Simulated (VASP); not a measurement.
# Ge (P6_3mc) in VASP: a series of runs, part 2 of 2

VASP 6.6.1. Earlier steps stand in the parts before.

## Step 3: Single point, r2SCAN

The input, POSCAR:

```
Ge
1.0
    4.0504045371      0.0000000000      0.0000000000
   -2.0252022685      3.5077532247      0.0000000000
    0.0000000000      0.0000000000     10.9933590000
Ge
4
Direct
    0.6666666667      0.3333333333      0.4148480000
    0.3333333333      0.6666666667      0.9148480000
    0.0000000000      0.0000000000      0.4774520000
    0.0000000000      0.0000000000      0.9774520000
```

The input, INCAR.step1:

```
PREC     = Accurate       # precision mode
ENCUT    = 520            # plane-wave cutoff, eV
ISMEAR   = -1             # smearing method
SIGMA    = 0.05           # smearing width, eV
LREAL    = False          # projectors in reciprocal space
LASPH    = True           # aspherical terms in the spheres
NELM     = 80             # most SCF steps
NBANDS   = 36             # bands
GGA      = PE             # functional
ALGO     = Normal         # electronic algorithm
EDIFF    = 1E-4           # SCF threshold, eV
LWAVE    = True           # write WAVECAR
LCHARG   = False          # write CHGCAR
```

The input, INCAR.step2:

```
PREC     = Accurate       # precision mode
ENCUT    = 520            # plane-wave cutoff, eV
EDIFF    = 1E-7           # SCF threshold, eV
ISMEAR   = -1             # smearing method
SIGMA    = 0.05           # smearing width, eV
LREAL    = False          # projectors in reciprocal space
LASPH    = True           # aspherical terms in the spheres
NELM     = 80             # most SCF steps
ALGO     = Normal         # electronic algorithm
ISIF     = 2              # what is computed and relaxed
LWAVE    = False          # write WAVECAR
LCHARG   = False          # write CHGCAR
METAGGA  = R2SCAN         # meta-GGA
LMIXTAU  = True         
NBANDS   = 36             # bands
ISTART   = 1
```

The input, KPOINTS:

```
Automatic mesh
0
Gamma
  6 6 2
```

Potentials or basis: VASP PAW PBE potentials, release 64 (Ge_d).

The run is started by

```bash
> cat potpaw_PBE.64/Ge_d/POTCAR > POTCAR
> cp INCAR.step1 INCAR
> mpirun -np 1 vasp_std > vasp.out
> cp INCAR.step2 INCAR
> mpirun -np 1 vasp_std > vasp.out
```

OUTCAR:

```text
PREC = Accurate
   ENCUT = 520
   EDIFF = 1E-7
   ISMEAR = -1
   LREAL = False
   LASPH = True
   NELM = 80
   ISIF = 2
   METAGGA = R2SCAN
   ISTART = 1

 ion  position               nearest neighbor table
   1  0.667  0.333  0.415-   3 2.44   3 2.44   3 2.44
   2  0.333  0.667  0.915-   4 2.44   4 2.44   4 2.44
   3  0.000  0.000  0.477-   1 2.44   1 2.44   1 2.44
   4  0.000  0.000  0.977-   2 2.44   2 2.44   2 2.44

  LATTYP: Found a hexagonal cell.
 ALAT       =     4.0504045371
 C/A-ratio  =     2.7141385260

  Lattice vectors:

 A1 = (   4.0504045371,   0.0000000000,   0.0000000000)
 A2 = (  -2.0252022685,   3.5077532247,   0.0000000000)
 A3 = (   0.0000000000,   0.0000000000,  10.9933590000)

Analysis of symmetry for initial positions (statically):
=====================================================================
 Subroutine PRICEL returns:
 Original cell was already a primitive cell.

 Routine SETGRP: Setting up the symmetry group for a
 hexagonal supercell.

 Subroutine GETGRP returns: Found 12 space group operations
 (whereof  6 operations were pure point group operations)
 out of a pool of 24 trial point group operations.

The static configuration has the point symmetry C_3v.
 The point group associated with its full space group is C_6v.

Analysis of symmetry for dynamics (positions and initial velocities):
=====================================================================
 Subroutine PRICEL returns:
 Original cell was already a primitive cell.

 Routine SETGRP: Setting up the symmetry group for a
 hexagonal supercell.

 Subroutine GETGRP returns: Found 12 space group operations
 (whereof  6 operations were pure point group operations)
 out of a pool of 24 trial point group operations.

[... 107 lines left out ...]
   EMIN   =  10.00;   EMAX   =-10.00  energy-range for DOS
   EFERMI =   0.00;   METHOD = LEGACY
   ISMEAR =    -1;   SIGMA  =   0.05  broadening in eV -4-tet -1-fermi 0-gaus
   EFERMI_NEDOS =   21; number of points for ismear=-14 and -15
   IALGO  =     38    algorithm
   IMIX   =      4    mixing-type and parameters
     AMIX     =   0.40;   BMIX     =  1.00
     AMIX_MAG =   1.60;   BMIX_MAG =  1.00
  volume/ion in A,a.u.               =      39.05       263.51
  Fermi-wavevector in a.u.,A,eV,Ry     =   1.163014  2.197778 18.403257  1.352601
  Thomas-Fermi vector in A             =   2.299568
   LORBIT       =      0    0 simple, 1 ext, 2 COOP (PROOUT), +10 PAW based schemes
   METAGGA = R2SCAN    functional components
   LHFCALC =     F    Hartree Fock is set to
   AEXX    =    0.0000 exact exchange contribution
   IVDW    =     0    specifies the selected vdW correction
   LEPSILON=     F    determine dielectric tensor
   LRPA    =     F    only Hartree local field effects (RPA)
 non-spin polarized calculation
  energy-cutoff  :      520.00
  volume of cell :      156.19
 maximum number of plane-waves:      4241
   NGX = 15   NGY = 15   NGZ = 41

 number of electron      55.9999985 magnetization

 Free energy of the ion-electron system (eV)
  ---------------------------------------------------
  ext. energy  EPLUGINS =         0.00000000
  ---------------------------------------------------
  free energy    TOTEN  =       -53.15619856 eV

  energy without entropy =      -53.14428617  energy(sigma->0) =      -53.15024236

 E-fermi :   0.6283     XC(G=0):  -7.7749

 val. band max:        0.6269576219   @ k =   0.3333   0.3333   0.5000
 cond. band min:       0.6327196376   @ k =   0.3333   0.3333   0.5000
 fundamental gap:      0.0057620157
 Fermi energy:         0.6282548796

 k-point     1 :       0.0000    0.0000    0.0000
  band No.  band energies     occupation
      1     -24.5657      2.00000
      2     -24.5657      2.00000
      3     -24.5657      2.00000
      4     -24.5657      2.00000
      5     -24.5154      2.00000
      6     -24.5153      2.00000
[... 535 lines left out ...]
     35       7.3108      0.00000
     36       7.3108      0.00000

------------------------ aborting loop because EDIFF is reached ----------------------------------------

  FORCE on cell =-STRESS in cart. coord.  units (eV):
  Direction    XX          YY          ZZ          XY          YZ          ZX
  --------------------------------------------------------------------------------------
  -------------------------------------------------------------------------------------
  Total       -2.1462027     -2.1462027     -0.8765049     -0.0000000      0.0000000      0.0000000
  in kB      -22.0152423    -22.0152423     -8.9909808     -0.0000000      0.0000000      0.0000000
  external PRESSURE =     -17.6738218 kB  Pullay stress =       0.0000000 kB

 VOLUME and BASIS-vectors are now :
 -----------------------------------------------------------------------------
  energy-cutoff  :      520.00
  volume of cell :      156.19
      direct lattice vectors                 reciprocal lattice vectors
     4.050404537  0.000000000  0.000000000     0.246888920  0.142541384  0.000000000
    -2.025202269  3.507753225  0.000000000     0.000000000  0.285082768  0.000000000
     0.000000000  0.000000000 10.993359000     0.000000000  0.000000000  0.090964008

 POSITION                                       TOTAL-FORCE (eV/Angst)
 -----------------------------------------------------------------------------------
      2.02520      1.16925      4.56057         0.000000      0.000000      0.232398
     -0.00000      2.33850     10.05725        -0.000000     -0.000000      0.232398
      0.00000      0.00000      5.24880         0.000000      0.000000     -0.232398
      0.00000      0.00000     10.74548        -0.000000     -0.000000     -0.232398
 -----------------------------------------------------------------------------------
    total drift:                               -0.000000     -0.000000      0.005241

  FREE ENERGIE OF THE ION-ELECTRON SYSTEM (eV)
  ---------------------------------------------------
  free  energy   TOTEN  =       -53.1561985627 eV

  energy  without entropy=      -53.1442861652  energy(sigma->0) =      -53.15024236
```

OUTCAR.step1:

```text
PREC = Accurate
   ENCUT = 520
   ISMEAR = -1
   LREAL = False
   LASPH = True
   NELM = 80
[... 762 lines left out ...]
     -0.00000      2.33850     10.05725         0.000000     -0.000000      0.017888
      0.00000      0.00000      5.24880         0.000000     -0.000000     -0.017888
      0.00000      0.00000     10.74548        -0.000000      0.000000     -0.017888
 -----------------------------------------------------------------------------------
    total drift:                               -0.000000     -0.000000      0.000859

  FREE ENERGIE OF THE ION-ELECTRON SYSTEM (eV)
  ---------------------------------------------------
  free  energy   TOTEN  =       -16.1213140015 eV

  energy  without entropy=      -16.1093532846  energy(sigma->0) =      -16.11533364
```

OSZICAR.step1:

```text
N       E                     dE             d eps       ncg     rms          rms(c)
DAV:   1     0.510751733269E+03    0.51075E+03   -0.28627E+04  1172   0.353E+03
DAV:   2     0.721536629357E+02   -0.43860E+03   -0.42934E+03  1008   0.802E+02
DAV:   3    -0.112895040385E+02   -0.83443E+02   -0.82402E+02  1116   0.205E+02
DAV:   4    -0.162561596847E+02   -0.49667E+01   -0.49513E+01  1200   0.575E+01
DAV:   5    -0.164029586716E+02   -0.14680E+00   -0.14675E+00  1140   0.110E+01    0.406E+00
DAV:   6    -0.162170946413E+02    0.18586E+00   -0.14647E-01  1152   0.401E+00    0.238E+00
DAV:   7    -0.161087281838E+02    0.10837E+00   -0.31586E-01  1508   0.400E+00    0.236E-01
DAV:   8    -0.161190910539E+02   -0.10363E-01   -0.63017E-02  1112   0.274E+00    0.179E-01
DAV:   9    -0.161206333563E+02   -0.15423E-02   -0.22614E-03  1416   0.370E-01    0.947E-02
DAV:  10    -0.161212406130E+02   -0.60726E-03   -0.74121E-04   828   0.441E-01    0.233E-02
DAV:  11    -0.161213140015E+02   -0.73388E-04   -0.94092E-05   816   0.342E-01
   1 F= -.16121314E+02 E0= -.16115334E+02  d E =-.119607E-01
```

Run time: 5.5 min. Hardware: 1 thread of AMD EPYC 9R45 (Zen 5), shared host; peak memory 0.26 GiB.

Results:

```yaml
Free_energy: -53.1562 eV
Pressure: -1.8 GPa
Largest_force: 0.232 eV/Å
Band_gap_on_the_k_mesh: zero (filled and empty bands overlap)
```

Forces in eV/Å, atoms in the order of the input:
```
Ge   0.000  0.000  0.232
Ge   0.000  0.000  0.232
Ge   0.000  0.000 -0.232
Ge   0.000  0.000 -0.232
```

Stress tensor (GPa, compression positive):
```
-2.20  0.00  0.00
 0.00 -2.20  0.00
 0.00  0.00 -0.90
```

Levels at points of the mesh, in eV from the Fermi level:
```csv
k point,band 24,band 25,band 26,band 27,band 28,band 29,band 30,band 31,band 32,band 33
"(0.00, 0.00, 0.00)",-3.41,-0.52,-0.52,-0.51,-0.51,0.70,0.86,1.83,4.02,4.07
"(0.50, 0.00, 0.00)",-7.64,-2.12,-2.09,-1.31,-1.12,0.65,0.89,1.86,1.92,5.38
"(0.00, 0.00, 0.50)",-3.66,-0.51,-0.51,-0.51,-0.51,0.74,0.74,2.82,2.82,4.09
"(0.50, 0.00, 0.50)",-7.65,-2.10,-2.10,-1.20,-1.20,0.73,0.73,1.90,1.90,5.94
```

Caveat: the PAW data sets were made with another functional, which shifts forces and pressure a little.
